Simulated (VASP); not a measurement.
A run of VASP 6.6.1 is set up as follows.

File INCAR:

```
  PREC = Accurate
  ENCUT = 520
  EDIFF = 1E-6
  ISMEAR = 0
  SIGMA = 0.1
  LREAL = F
  LASPH = T
  NELM = 60
  ALGO = Normal
  ISIF = 2
  LWAVE = F
  LCHARG = F
  GGA = PE
  NBANDS = 36
```

KPOINTS

```
Automatic mesh
0
Gamma
  10 10 10
```

The input POSCAR:

```
Nb4C
1.0
    0.0000000000      3.7186459926      3.7186459926
    3.7186459926      0.0000000000      3.7186459926
    3.7186459926      3.7186459926      0.0000000000
Nb C
4 1
Direct
    0.6217444703      0.1347665892      0.6217444703
    0.6217444703      0.6217444703      0.6217444703
    0.1347665892      0.6217444703      0.6217444703
    0.6217444703      0.6217444703      0.1347665892
    0.0000000000      0.0000000000      0.0000000000
```

Potentials or basis: VASP PAW PBE potentials, release 64 (Nb_sv, C).

Command:

```bash
$ cat potpaw_PBE.64/Nb_sv/POTCAR potpaw_PBE.64/C/POTCAR > POTCAR
$ mpirun -np 1 vasp_std > vasp.out
```

What does it give for the band gap on the k mesh?

Zero (bands 28 and 29 overlap by 1.26 eV).

Estimate the pressure.

-0.1 GPa.

Forces in eV/Å, atoms in the order of the input:
```
Nb  -0.007  0.007 -0.007
Nb   0.007  0.007  0.007
Nb   0.007 -0.007 -0.007
Nb  -0.007 -0.007  0.007
C    0.000  0.000  0.000
```
